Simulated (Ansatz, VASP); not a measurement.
One calculation of GaP, two programs

INCAR

```
SYSTEM = GaP
PREC = Accurate ; ENCUT = 520
EDIFF = 1E-7 ; ISMEAR = 0
SIGMA = 0.05 ; LREAL = .FALSE.
LASPH = .TRUE. ; NELM = 80
ALGO = Normal ; ISIF = 2
LWAVE = .FALSE. ; LCHARG = .TRUE.
GGA = PS ; IVDW = 12
LELF = .TRUE. ; LVHAR = .TRUE.
NBANDS = 16
```

KPOINTS

```
regular mesh
0
G
  8 8 8
  0 0 0
```

Contents of POSCAR:

```
GaP
1.0
    0.0000000000      2.6775348581      2.6775348581
    2.6775348581      0.0000000000      2.6775348581
    2.6775348581      2.6775348581      0.0000000000
Ga P
1 1
Direct
    0.0000000000      0.0000000000      0.0000000000
    0.7500000000      0.7500000000      0.7500000000
```

Input for Ansatz:

```yaml
crystal:
  lattice:
    - [0.0, 2.6775348581, 2.6775348581]
    - [2.6775348581, 0.0, 2.6775348581]
    - [2.6775348581, 2.6775348581, 0.0]
  atoms:
    - { symbol: Ga, position: [0.0, 0.0, 0.0] }
    - { symbol: P, position: [0.75, 0.75, 0.75] }
basis:
  ecutwfc: 420
  ecutrho_ratio: 4
kpoints:
  mp_grid: { grid: [8, 8, 8] }
hamiltonian:
  xc: pbesol
  dispersion: d3bj
scf:
  occupations: { method: gaussian, width: 0.05 }
output:
  forces: true
  stress: true
  eigenvalues: true
```

Alike in both runs: task single point; functional PBEsol; dispersion D3(BJ); k mesh 8 × 8 × 8; occupations gaussian, width 0.05 eV; no spin polarisation.

|  | VASP | Ansatz |
| --- | --- | --- |
| version | VASP 6.6.1 | Ansatz 0.2.0 |
| potentials or method | VASP PAW PBE potentials, release 64 (Ga_d, P), cutoff 520 eV | scalar-relativistic, plane waves, PAW |
| valence electrons in the cell | 18 | 18 |

```csv
,VASP,Ansatz,Ansatz less VASP
gap on the k mesh at the Fermi level (eV),1.40,1.40,-0.003
least direct gap on the mesh (eV),2.19,2.18,-0.009
pressure (GPa),1.8,1.9,+0.08
```

VASP's potentials were made for PBE, not for PBEsol.
